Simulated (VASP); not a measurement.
# Ca (Fm-3m) in VASP: notebook

Ca is run at these levels: LDA; tasks: single point, relaxation of cell and atoms.

Everything below comes from runs of VASP 6.6.1. Logs are shortened: lines on timing, memory, paths and dates and some standing lists are left out, and cuts for length are marked.

**1. The cell of the first run**

It takes space group Fm-3m (No. 225, cubic). The conventional cell has a = 5.588 Å, b = 5.588 Å, c = 5.588 Å, α = 90.00°, β = 90.00°, γ = 90.00°. Ca (site symmetry m-3m) has 12 Ca at 3.95 Å within 5.2 Å.

**2. Single point, LDA**

Input file INCAR:

```
SYSTEM = Ca
ALGO = Fast ; EDIFF = 1E-7
ENCUT = 520 ; GGA = CA
ISIF = 2 ; ISMEAR = 0
LASPH = .TRUE. ; LCHARG = .FALSE.
LREAL = .FALSE. ; LWAVE = .FALSE.
NBANDS = 11 ; NELM = 80
PREC = Accurate ; SIGMA = 0.1
```

Input file KPOINTS:

```
k-points
0
G
  6 6 6
  0 0 0
```

Input file POSCAR:

```
Ca
1.0
    0.0000000000      2.7942000000      2.7942000000
    2.7942000000      0.0000000000      2.7942000000
    2.7942000000      2.7942000000      0.0000000000
Ca
1
Direct
    0.0000000000      0.0000000000      0.0000000000
```

Potentials or basis: VASP PAW LDA potentials, release 64 (Ca_sv).

Launch:

```sh
cat potpaw_LDA.64/Ca_sv/POTCAR > POTCAR
mpirun -np 1 vasp_std > vasp.out
```

OUTCAR:

```text
SYSTEM = Ca
   EDIFF = 1E-7
   ENCUT = 520
   GGA = CA
   ISIF = 2
   ISMEAR = 0
   LASPH = .TRUE.
   LREAL = .FALSE.
   NELM = 80
   PREC = Accurate

 ion  position               nearest neighbor table
   1  0.000  0.000  0.000-

  LATTYP: Found a face centered cubic cell.
 ALAT       =     5.5884000000

  Lattice vectors:

 A1 = (   0.0000000000,   2.7942000000,   2.7942000000)
 A2 = (   2.7942000000,   0.0000000000,   2.7942000000)
 A3 = (   2.7942000000,   2.7942000000,   0.0000000000)

Analysis of symmetry for initial positions (statically):
=====================================================================
 Subroutine PRICEL returns:
 Original cell was already a primitive cell.

 Routine SETGRP: Setting up the symmetry group for a
 face centered cubic supercell.

 Subroutine GETGRP returns: Found 48 space group operations
[... 9 lines left out ...]

 Routine SETGRP: Setting up the symmetry group for a
 face centered cubic supercell.

 Subroutine GETGRP returns: Found 48 space group operations
[... 11 lines left out ...]
                                     Primitive cell

  volume of cell :      43.6317

  direct lattice vectors                    reciprocal lattice vectors
     0.000000000  2.794200000  2.794200000    -0.178942094  0.178942094  0.178942094
     2.794200000  0.000000000  2.794200000     0.178942094 -0.178942094  0.178942094
     2.794200000  2.794200000  0.000000000     0.178942094  0.178942094 -0.178942094

  length of vectors
     3.951595536  3.951595536  3.951595536     0.309936799  0.309936799  0.309936799

  position of ions in fractional coordinates (direct lattice)
     0.000000000  0.000000000  0.000000000

  ion indices of the primitive-cell ions
   primitive index   ion index
                 1           1

----------------------------------------------------------------------------------------

 KPOINTS: k-points

Automatic generation of k-mesh.
 Grid dimensions read from file:
 generate k-points for:    6    6    6

 Generating k-lattice:

  Cartesian coordinates                     Fractional coordinates (reciprocal lattice)
    -0.029823682  0.029823682  0.029823682     0.166666667  0.000000000  0.000000000
     0.029823682 -0.029823682  0.029823682     0.000000000  0.166666667  0.000000000
     0.029823682  0.029823682 -0.029823682     0.000000000  0.000000000  0.166666667

  Length of vectors
     0.051656133  0.051656133  0.051656133

  Shift w.r.t. Gamma in fractional coordinates (k-lattice)
     0.000000000  0.000000000  0.000000000

 Subroutine IBZKPT returns following result:
 ===========================================

 Found     16 irreducible k-points:

 Following reciprocal coordinates:
            Coordinates               Weight
  0.000000  0.000000  0.000000      1.000000
  0.166667  0.000000  0.000000      8.000000
  0.333333  0.000000  0.000000      8.000000
  0.500000  0.000000  0.000000      4.000000
  0.166667  0.166667  0.000000      6.000000
  0.333333  0.166667  0.000000     24.000000
[... 8 lines left out ...]
 -0.333333  0.333333  0.166667     24.000000
 -0.333333  0.500000  0.166667     12.000000
   k-points           NKPTS =     16   k-points in BZ     NKDIM =     16   number of bands    NBANDS=     11
   number of dos      NEDOS =    301   number of ions     NIONS =      1
   total plane-waves  NPLWV =  27000
   dimension x,y,z NGX =    30 NGY =   30 NGZ =   30
   dimension x,y,z NGXF=    60 NGYF=   60 NGZF=   60
   ions per type =               1
   NGX,Y,Z   is equivalent  to a cutoff of  12.62, 12.62, 12.62 a.u.
   NGXF,Y,Z  is equivalent  to a cutoff of  25.24, 25.24, 25.24 a.u.
 SYSTEM =  Ca
   PREC   = accura    normal or accurate (medium, high low for compatibility)
   ISTART =      0    job   : 0-new  1-cont  2-samecut
   ICHARG =      2    charge: 1-file 2-atom 10-const
   ISPIN  =      1    spin polarized calculation?
   LNONCOLLINEAR =      F non collinear calculations
   LSORBIT =      F    spin-orbit coupling
   LASPH  =      T    aspherical Exc in radial PAW
   ENCUT  =  520.0 eV  38.22 Ry    6.18 a.u.   7.35  7.35  7.35*2*pi/ulx,y,z
   NELM   =     80;   NELMIN=  2; NELMDL= -5     # of ELM steps
   EDIFF  = 0.1E-06   stopping-criterion for ELM
   LREAL  =      F    real-space projection
   EDIFFG = 0.1E-05   stopping-criterion for IOM
   NSW    =      0    number of steps for IOM
   IBRION =     -1    ionic relax: 0-MD 1-quasi-New 2-CG
   NFREE  =      0    steps in history (QN), initial steepest desc. (CG)
   ISIF   =      2    stress and relaxation
   ISYM   =      2    0-nonsym 1-usesym 2-fastsym
   POTIM  = 0.5000    time-step for ionic-motion
   TEBEG  =    0.0;   TEEND  =   0.0 temperature during run
   PSTRESS=    0.0 pullay stress
   NELECT =      10.0000    total number of electrons
   NUPDOWN=      -1.0000    fix difference up-down
   EMIN   =  10.00;   EMAX   =-10.00  energy-range for DOS
   EFERMI =   0.00;   METHOD = LEGACY
   ISMEAR =     0;   SIGMA  =   0.10  broadening in eV -4-tet -1-fermi 0-gaus
   EFERMI_NEDOS =   21; number of points for ismear=-14 and -15
   IALGO  =     68    algorithm
   IMIX   =      4    mixing-type and parameters
     AMIX     =   0.40;   BMIX     =  1.00
     AMIX_MAG =   1.60;   BMIX_MAG =  1.00
  volume/ion in A,a.u.               =      43.63       294.44
  Fermi-wavevector in a.u.,A,eV,Ry     =   1.001861  1.893242 13.656506  1.003725
  Thomas-Fermi vector in A             =   2.134310
   LORBIT       =      0    0 simple, 1 ext, 2 COOP (PROOUT), +10 PAW based schemes
   GGA     = CA    functional components
   LHFCALC =     F    Hartree Fock is set to
   AEXX    =    0.0000 exact exchange contribution
   IVDW    =     0    specifies the selected vdW correction
   LEPSILON=     F    determine dielectric tensor
   LRPA    =     F    only Hartree local field effects (RPA)
 non-spin polarized calculation
 RMM-DIIS sequential band-by-band and
 Gauss-broadening in eV      SIGMA  =   0.10
  energy-cutoff  :      520.00
  volume of cell :       43.63
 maximum number of plane-waves:      1211
 NGX is ok and might be reduce to    30
   NGX = 15   NGY = 15   NGZ = 15

 number of electron      10.0000000 magnetization

 number of electron       9.9999997 magnetization

 Free energy of the ion-electron system (eV)
  ---------------------------------------------------
  ext. energy  EPLUGINS =         0.00000000
  ---------------------------------------------------
  free energy    TOTEN  =        -2.14454481 eV

  energy without entropy =       -2.12832142  energy(sigma->0) =       -2.13643312

 E-fermi :   1.6895     XC(G=0):  -7.8554

 val. band max:        1.6797966115   @ k =  -0.3333   0.3333   0.1667
 cond. band min:       1.7146810202   @ k =  -0.3333   0.3333   0.1667
 fundamental gap:      0.0348844088
 Fermi energy:         1.6895467068

 k-point     1 :       0.0000    0.0000    0.0000
  band No.  band energies     occupation
      1     -39.9730      2.00000
      2     -21.1872      2.00000
      3     -21.1872      2.00000
      4     -21.1872      2.00000
      5      -2.3040      2.00000
      6       3.8285      0.00000
      7       3.8285      0.00000
      8       3.8285      0.00000
      9       4.8513      0.00000
     10       4.8513      0.00000
     11      10.7215      0.00000

 k-point     2 :       0.1667    0.0000    0.0000
  band No.  band energies     occupation
      1     -39.9699      2.00000
      2     -21.2195      2.00000
      3     -21.1916      2.00000
      4     -21.1916      2.00000
      5      -1.8475      2.00000
      6       3.4033      0.00000
      7       3.9577      0.00000
      8       3.9577      0.00000
      9       4.7698      0.00000
     10       4.7698      0.00000
     11      10.1256      0.00000

 k-point     3 :       0.3333    0.0000    0.0000
  band No.  band energies     occupation
      1     -39.9636      2.00000
      2     -21.2833      2.00000
      3     -21.2006      2.00000
      4     -21.2006      2.00000
      5      -0.6135      2.00000
      6       2.4919      0.00000
      7       3.8649      0.00000
      8       3.8649      0.00000
      9       5.1286      0.00000
     10       5.1286      0.00000
     11       7.6310      0.00000

 k-point     4 :       0.5000    0.0000    0.0000
  band No.  band energies     occupation
      1     -39.9605      2.00000
      2     -21.3148      2.00000
      3     -21.2050      2.00000
      4     -21.2050      2.00000
      5       0.6354      2.00000
      6       1.5329      1.97328
      7       3.7291      0.00000
      8       3.7291      0.00000
      9       5.5115      0.00000
     10       5.5115      0.00000
     11       6.5374      0.00000

 k-point     5 :       0.1667    0.1667    0.0000
  band No.  band energies     occupation
      1     -39.9688      2.00000
      2     -21.2184      2.00000
      3     -21.1989      2.00000
      4     -21.1989      2.00000
      5      -1.6976      2.00000
      6       3.3087      0.00000
      7       4.0770      0.00000
      8       4.0770      0.00000
      9       4.2988      0.00000
     10       5.0037      0.00000
     11      11.2936      0.00000
[... 99 lines left out ...]
 k-point    13 :       0.5000    0.5000    0.0000
  band No.  band energies     occupation
      1     -39.9564      2.00000
      2     -21.3076      2.00000
      3     -21.2342      2.00000
      4     -21.2342      2.00000
      5       1.2009      2.00000
      6       2.1728      0.00000
      7       2.6021      0.00000
      8       5.5062      0.00000
      9       5.6854      0.00000
     10       5.6854      0.00000
     11       7.2681      0.00000

 k-point    14 :       0.5000    0.3333    0.1667
  band No.  band energies     occupation
      1     -39.9595      2.00000
      2     -21.2823      2.00000
      3     -21.2392      2.00000
      4     -21.2160      2.00000
      5       0.3769      2.00000
      6       2.4575      0.00000
      7       2.9288      0.00000
      8       4.4399      0.00000
      9       4.9444      0.00000
     10       5.7551      0.00000
     11       7.5654      0.00000

 k-point    15 :      -0.3333    0.3333    0.1667
  band No.  band energies     occupation
      1     -39.9574      2.00000
      2     -21.2863      2.00000
      3     -21.2546      2.00000
      4     -21.2233      2.00000
      5       1.6798      1.10967
      6       1.7147      0.72225
      7       2.7272      0.00000
      8       4.2539      0.00000
      9       5.3338      0.00000
     10       6.2078      0.00000
     11       6.2267      0.00000

 k-point    16 :      -0.3333    0.5000    0.1667
  band No.  band energies     occupation
      1     -39.9564      2.00000
      2     -21.2893      2.00000
      3     -21.2526      2.00000
      4     -21.2350      2.00000
      5       1.6423      1.49557
      6       2.2252      0.00000
      7       2.4287      0.00000
      8       4.4421      0.00000
      9       5.6869      0.00000
     10       6.1843      0.00000
     11       6.6011      0.00000

------------------------ aborting loop because EDIFF is reached ----------------------------------------

  FORCE on cell =-STRESS in cart. coord.  units (eV):
  Direction    XX          YY          ZZ          XY          YZ          ZX
  --------------------------------------------------------------------------------------
  -------------------------------------------------------------------------------------
  Total       -0.5932230     -0.5932230     -0.5932230      0.0000000     -0.0000000     -0.0000000
  in kB      -21.7834210    -21.7834210    -21.7834210      0.0000000     -0.0000000     -0.0000000
  external PRESSURE =     -21.7834210 kB  Pullay stress =       0.0000000 kB

 VOLUME and BASIS-vectors are now :
 -----------------------------------------------------------------------------
  energy-cutoff  :      520.00
  volume of cell :       43.63
      direct lattice vectors                 reciprocal lattice vectors
     0.000000000  2.794200000  2.794200000    -0.178942094  0.178942094  0.178942094
     2.794200000  0.000000000  2.794200000     0.178942094 -0.178942094  0.178942094
     2.794200000  2.794200000  0.000000000     0.178942094  0.178942094 -0.178942094

 POSITION                                       TOTAL-FORCE (eV/Angst)
 -----------------------------------------------------------------------------------
      0.00000      0.00000      0.00000        -0.000000      0.000000     -0.000000
 -----------------------------------------------------------------------------------
    total drift:                               -0.000000     -0.000000      0.000000

  FREE ENERGIE OF THE ION-ELECTRON SYSTEM (eV)
  ---------------------------------------------------
  free  energy   TOTEN  =        -2.1445448105 eV

  energy  without entropy=       -2.1283214201  energy(sigma->0) =       -2.13643312
```

Run time: 5.9 s. Hardware: 1 thread of Intel Xeon 6975P-C, shared host; peak memory 0.14 GiB.

Results:

- Free energy: -2.1445 eV
- Pressure: -2.2 GPa
- Band gap on the k mesh: zero (band 5 reaches 1.68 eV, above the bottom of band 6 at 1.53 eV)

**3. Single point, LDA**

This run uses another cell than the first one, of 38.04 Å³/atom, 0.872 times its volume.

Input file INCAR:

```
ALGO = Fast
EDIFF = 1E-7
ENCUT = 520
GGA = CA
ISIF = 2
ISMEAR = 0
LASPH = T
LCHARG = T
LELF = T
LREAL = F
LVHAR = T
LWAVE = F
NBANDS = 11
NELM = 60
PREC = Accurate
SIGMA = 0.1
```

Input file KPOINTS:

```
k-points
0
Gamma
  14 14 14
```

Input file POSCAR:

```
Ca
1.0
    0.0000000000      2.6693801192      2.6693801192
    2.6693801192      0.0000000000      2.6693801192
    2.6693801192      2.6693801192      0.0000000000
Ca
1
Direct
    0.0000000000      0.0000000000      0.0000000000
```

Potentials or basis: VASP PAW LDA potentials, release 64 (Ca_sv).

Launch:

```sh
cat potpaw_LDA.64/Ca_sv/POTCAR > POTCAR
mpirun -np 1 vasp_std > vasp.out
```

OUTCAR:

```text
EDIFF = 1E-7
   ENCUT = 520
   GGA = CA
   ISIF = 2
   ISMEAR = 0
   LASPH = T
   LREAL = F
   NELM = 60
   PREC = Accurate

 ion  position               nearest neighbor table
   1  0.000  0.000  0.000-

  LATTYP: Found a face centered cubic cell.
 ALAT       =     5.3387602384

  Lattice vectors:

 A1 = (   0.0000000000,   2.6693801192,   2.6693801192)
 A2 = (   2.6693801192,   0.0000000000,   2.6693801192)
 A3 = (   2.6693801192,   2.6693801192,   0.0000000000)

Analysis of symmetry for initial positions (statically):
=====================================================================
 Subroutine PRICEL returns:
 Original cell was already a primitive cell.

 Routine SETGRP: Setting up the symmetry group for a
 face centered cubic supercell.

 Subroutine GETGRP returns: Found 48 space group operations
[... 9 lines left out ...]

 Routine SETGRP: Setting up the symmetry group for a
 face centered cubic supercell.

 Subroutine GETGRP returns: Found 48 space group operations
[... 11 lines left out ...]
                                     Primitive cell

  volume of cell :      38.0418

[... 134 lines left out ...]

 E-fermi :   2.2171     XC(G=0):  -8.3062

 val. band max:        2.2149910029   @ k =  -0.3571   0.3571   0.0714
 cond. band min:       2.2388433801   @ k =   0.5000   0.0714   0.0000
 fundamental gap:      0.0238523772
 Fermi energy:         2.2170700409

 k-point     1 :       0.0000    0.0000    0.0000
  band No.  band energies     occupation
      1     -39.1224      2.00000
      2     -20.3128      2.00000
      3     -20.3128      2.00000
      4     -20.3128      2.00000
      5      -1.9943      2.00000
      6       4.5534      0.00000
      7       4.5534      0.00000
      8       4.5534      0.00000
      9       5.7596      0.00000
     10       5.7596      0.00000
     11      11.8673      0.00000
[... 309 lines left out ...]
 k-point    24 :       0.2857    0.1429    0.0000
  band No.  band energies     occupation
      1     -39.1083      2.00000
      2     -20.4179      2.00000
      3     -20.3414      2.00000
      4     -20.3392      2.00000
      5      -0.6752      2.00000
      6       3.5307      0.00000
      7       4.5342      0.00000
      8       4.9180      0.00000
      9       5.4041      0.00000
     10       6.1012      0.00000
     11      10.6335      0.00000

 [... further k-points ...]
[... 5 lines left out ...]
  --------------------------------------------------------------------------------------
  -------------------------------------------------------------------------------------
  Total       -0.0039638     -0.0039638     -0.0039638      0.0000000     -0.0000000     -0.0000000
  in kB       -0.1669383     -0.1669383     -0.1669383      0.0000000     -0.0000000     -0.0000000
  external PRESSURE =      -0.1669383 kB  Pullay stress =       0.0000000 kB

 VOLUME and BASIS-vectors are now :
 -----------------------------------------------------------------------------
  energy-cutoff  :      520.00
  volume of cell :       38.04
      direct lattice vectors                 reciprocal lattice vectors
     0.000000000  2.669380119  2.669380119    -0.187309404  0.187309404  0.187309404
     2.669380119  0.000000000  2.669380119     0.187309404 -0.187309404  0.187309404
     2.669380119  2.669380119  0.000000000     0.187309404  0.187309404 -0.187309404

 POSITION                                       TOTAL-FORCE (eV/Angst)
 -----------------------------------------------------------------------------------
      0.00000      0.00000      0.00000        -0.000000     -0.000000     -0.000000
 -----------------------------------------------------------------------------------
    total drift:                               -0.000000     -0.000000     -0.000000

  FREE ENERGIE OF THE ION-ELECTRON SYSTEM (eV)
  ---------------------------------------------------
  free  energy   TOTEN  =        -2.2091295734 eV

  energy  without entropy=       -2.2022491664  energy(sigma->0) =       -2.20568937
```

stdout:

```text
POSCAR found type information on POSCAR Ca
 POSCAR found :  1 types and       1 ions
 scaLAPACK will be used
 LDA part: xc-table for (Slater(with rela. corr.)+CA(PZ))
 , standard interpolation
 POSCAR, INCAR and KPOINTS ok, starting setup
 FFT: planning ... GRIDC
 FFT: planning ... GRID_SOFT
 FFT: planning ... GRID
 WAVECAR not read
 entering main loop
WARNING in EDDRMM: call to ZHEGV failed, returncode =   6  3      7
WARNING in EDDRMM: call to ZHEGV failed, returncode =   6  3      7
WARNING in EDDRMM: call to ZHEGV failed, returncode =   6  3      6
WARNING in EDDRMM: call to ZHEGV failed, returncode =   8  4      5
WARNING in EDDRMM: call to ZHEGV failed, returncode =   8  4     11
WARNING in EDDRMM: call to ZHEGV failed, returncode =   6  3      6
```

Wall time 28 s (1 thread of Intel Xeon 6975P-C, shared host); peak memory 0.17 GiB.

What came out:

```
Free energy            : -2.2091 eV
Pressure               : 0.0 GPa
Band gap on the k mesh : zero (band 5 reaches 2.29 eV, above the bottom of band 6 at 2.19 eV)
```

Levels at points of the mesh, in eV from the Fermi level:
```tsv
k point	band 2	band 3	band 4	band 5	band 6	band 7	band 8	band 9
(0.00, 0.00, 0.00)	-22.53	-22.53	-22.53	-4.21	2.34	2.34	2.34	3.54
(0.50, 0.00, 0.00)	-22.74	-22.56	-22.56	-1.09	-0.02	2.21	2.21	4.32
(0.50, 0.50, 0.00)	-22.73	-22.61	-22.61	-0.61	0.42	1.20	4.32	4.53
```

**4. Single point, LDA**

This run uses another cell than the first one, of 38.04 Å³/atom, 0.872 times its volume.

Input file INCAR:

```
  PREC = Accurate
  ENCUT = 520
  EDIFF = 1E-6
  ISMEAR = 0
  SIGMA = 0.1
  LREAL = False
  LASPH = True
  NELM = 100
  ALGO = Normal
  ISIF = 2
  LWAVE = False
  LCHARG = False
  NBANDS = 11
```

Input file KPOINTS:

```
regular mesh
0
Gamma
  14 14 14
```

POSCAR is that of step 3.

Launch:

```sh
cat potpaw_LDA.64/Ca_sv/POTCAR > POTCAR
mpirun -np 1 vasp_std > vasp.out
```

Wall time 19 s (1 thread of Intel Xeon 6975P-C, shared host); peak memory 0.17 GiB.

It converged, with:

- Free energy: -2.2091 eV
- Pressure: 0.0 GPa
- Band gap on the k mesh: zero (band 5 reaches 2.29 eV, above the bottom of band 6 at 2.19 eV)

Levels at points of the mesh, in eV from the Fermi level:
```csv
k point,band 3,band 4,band 5,band 6,band 7,band 8
"(0.00, 0.00, 0.00)",-22.53,-22.53,-4.21,2.34,2.34,2.34
"(0.50, 0.00, 0.00)",-22.56,-22.56,-1.09,-0.02,2.21,2.21
"(0.50, 0.50, 0.00)",-22.61,-22.61,-0.61,0.42,1.20,4.32
```

(Continued in part 2 of 2.)
